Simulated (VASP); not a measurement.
Write the native input for VASP 6.6.1 that does the following.

| Property | Result |
| --- | --- |
| Task | relaxation of cell and atoms |
| Functional | PBE |
| Potentials or basis | VASP PAW PBE potentials, release 64 (Lu, Pd, O) |
| Cutoff | 600 eV |
| k mesh | 6 × 6 × 6 |
| Occupations | gaussian, width 0.1 eV |
| Spin | no spin polarisation |
| Dipole correction | no |
| Further INCAR settings | ALGO = Normal; EDIFF = 1e-06; IBRION = 2; EDIFFG = -0.04; NSW = 90; ISIF = 3 |

The structure of LuPd2O2 lies in POSCAR:

```
LuPd2O2
1.0
   -2.2390312400      2.2390312400      4.0912399500
    2.2390312400     -2.2390312400      4.0912399500
    2.2390312400      2.2390312400     -4.0912399500
Lu Pd O
1 2 2
Direct
    0.5000000000      0.5000000000      0.0000000000
    0.8398936000      0.8398936000      0.0000000000
    0.1601064000      0.1601064000      0.0000000000
    0.5000000000      0.0000000000      0.5000000000
    0.0000000000      0.5000000000      0.5000000000
```

The cell was built from a structure type or drawn by symmetry, and may not be a known phase.

These files were run (other wordings do the same):

INCAR

```
ALGO     = Normal         # electronic algorithm
EDIFF    = 1E-6           # SCF threshold, eV
EDIFFG   = -0.04          # ionic threshold
ENCUT    = 600            # plane-wave cutoff, eV
GGA      = PE             # functional
IBRION   = 2              # ionic algorithm
ISIF     = 3              # what is computed and relaxed
ISMEAR   = 0              # smearing method
LASPH    = T              # aspherical terms in the spheres
LCHARG   = F              # write CHGCAR
LREAL    = F              # projectors in reciprocal space
LWAVE    = F              # write WAVECAR
NELM     = 60             # most SCF steps
NSW      = 90             # ionic steps
PREC     = Accurate       # precision mode
SIGMA    = 0.1            # smearing width, eV
```

KPOINTS

```
k-points
0
Gamma
  6 6 6
```

Potentials or basis: VASP PAW PBE potentials, release 64 (Lu, Pd, O).

Command:

```sh
$ cat potpaw_PBE.64/Lu/POTCAR potpaw_PBE.64/Pd/POTCAR potpaw_PBE.64/O/POTCAR > POTCAR
$ mpirun -np 1 vasp_std > vasp.out
```

It gave:

```
Relaxed volume                        : 15.45 Å³/atom
Relaxed cell                          : a = 5.186 Å, b = 5.186 Å, c = 5.186 Å, α = 131.21°, β = 131.21°, γ = 71.49°
Space group after relaxing (to 0.1 Å) : I4/mmm (No. 139)
Energy gained by relaxing             : 54.9 meV/atom
Ionic steps                           : 5
Pressure after relaxing               : 0.0 GPa
Largest force after relaxing          : 0.019 eV/Å
Band gap on the k mesh                : zero (an odd number of electrons rules out a gap without spin polarisation)
```

Caveat: spin-orbit coupling is left out, which moves the levels of the heavy elements; an odd number of electrons without spin polarisation forces a metal; a magnetic or distorted state may lie lower.

Run time: 20 min on 1 thread of Intel Xeon 8259CL, on a shared host, peak memory 0.36 GiB.
